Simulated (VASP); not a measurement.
Sc: single point with BLYP

The system is Sc.

```
CELL_PARAMETERS angstrom
5.35736 0.00000 0.00000
-2.67868 4.63961 0.00000
0.00000 0.00000 3.36417
ATOMIC_POSITIONS crystal
Sc 0.00000 0.00000 0.00000
Sc 0.33333 0.66667 0.50000
Sc 0.66667 0.33333 0.50000
```

This cell differs from its parent crystal: volume scaled by 1.12.

| Property | Result |
| --- | --- |
| Program | VASP 6.6.1 |
| Task | single point |
| Functional | BLYP |
| Potentials or basis | VASP PAW PBE potentials, release 64 (Sc_sv) |
| Cutoff | 520 eV |
| k mesh | 8 × 8 × 11 |
| Occupations | fermi-dirac, width 0.1 eV |
| Spin | no spin polarisation |

```json
{
 "Pressure": "-4.7 GPa"
}
```

Levels at points of the mesh, in eV from the Fermi level:
```
           k point  band 12  band 13  band 14  band 15  band 16  band 17  band 18  band 19  band 20  band 21
(0.00, 0.00, 0.00)   -28.15    -4.74    -0.64    -0.05    -0.05    -0.04    -0.04     0.53     1.31     1.69
(0.50, 0.00, 0.00)   -28.15    -2.90    -2.87    -1.42     0.40     0.51     0.55     0.61     0.85     1.17
```

Run time: 82 s on 1 thread of Intel(R) Xeon(R) 6975P-C (Granite Rapids), on a shared host, peak memory 0.24 GiB.

Caveat: the PAW data sets were made with another functional, which shifts forces and pressure a little.
